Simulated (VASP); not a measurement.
Here is a VASP 6.6.1 calculation.

POSCAR

```
LiCl
1.0
    0.0000000000      2.5262886000      2.4878172000
    2.5262886000      0.0000000000      2.4878172000
    2.5262886000      2.5262886000      0.0000000000
Li Cl
1 1
Direct
    0.0000000000      0.0000000000      0.0000000000
    0.5000000000      0.5000000000      0.5000000000
```

File INCAR.step1:

```
  PREC = Accurate
  ENCUT = 520
  ISMEAR = 0
  SIGMA = 0.05
  LREAL = F
  LASPH = T
  NELM = 60
  NBANDS = 12
  GGA = PE
  ALGO = Normal
  EDIFF = 1E-4
  LWAVE = T
  LCHARG = F
```

The input INCAR.step2:

```
  PREC = Accurate
  ENCUT = 520
  EDIFF = 1E-7
  ISMEAR = 0
  SIGMA = 0.05
  LREAL = F
  LASPH = T
  NELM = 60
  ALGO = Normal
  ISIF = 2
  LWAVE = F
  LCHARG = F
  METAGGA = R2SCAN
  LMIXTAU = T
  NBANDS = 12
  ISTART = 1
```

File KPOINTS:

```
Automatic mesh
0
Gamma
  8 8 8
```

Potentials or basis: VASP PAW PBE potentials, release 64 (Li_sv, Cl).

Launch:

```bash
$ cat potpaw_PBE.64/Li_sv/POTCAR potpaw_PBE.64/Cl/POTCAR > POTCAR
$ cp INCAR.step1 INCAR
$ mpirun -np 1 vasp_std > vasp.out
$ cp INCAR.step2 INCAR
$ mpirun -np 1 vasp_std > vasp.out
```

Problem. What does it give for the band gap on the k mesh?

Solution. 7.59 eV (least direct gap 7.69 eV).

Caveat: the cell differs from its parent crystal (strain -0.015 along x and y, -0.030 along z). A k mesh can miss the band edges.
